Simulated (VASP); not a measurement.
Crystal: Ta.

```
Ta
1.0
     2.86010    0.00000    0.00000
    -0.95337    2.69653    0.00000
    -0.95337   -1.34826    2.33526
Ta
1
Direct
  0.00000 0.00000 0.00000
```

```yaml
Program: VASP 6.6.1
Task: relaxation of cell and atoms
Functional: PBEsol
Potentials_or_basis: VASP PAW PBE potentials, release 64 (Ta_pv)
Cutoff: 600 eV
k_mesh: 9 × 9 × 9
Occupations: gaussian, width 0.05 eV
Spin: no spin polarisation
```

At the start: pressure -3.9 GPa; volume 18.01 Å³/atom.

Where does the relaxation end?

Over 3 steps the energy falls by 5.1 meV/atom and the volume is 17.61 Å³/atom (-2.2 %); space group Im-3m (No. 229, to 0.1 Å) before and after.

Step by step:
| step | energy change (eV) | largest force (eV/Å) | pressure (GPa) | volume (Å³) |
| --- | --- | --- | --- | --- |
| 1 | 0.0000 | 0.0000 | -3.91 | 18.01 |
| 2 | 0.0141 | 0.0000 | 9.05 | 16.89 |
| 3 | -0.0051 | 0.0000 | -0.09 | 17.61 |

Final structure:
```
Ta
1.0
     2.83885    0.00000    0.00000
    -0.94628    2.67649    0.00000
    -0.94628   -1.33825    2.31791
Ta
1
Cartesian
  -1.8926 1.3382 2.3179
```

Caveat: the PAW data sets were made with another functional, which shifts forces and pressure a little.
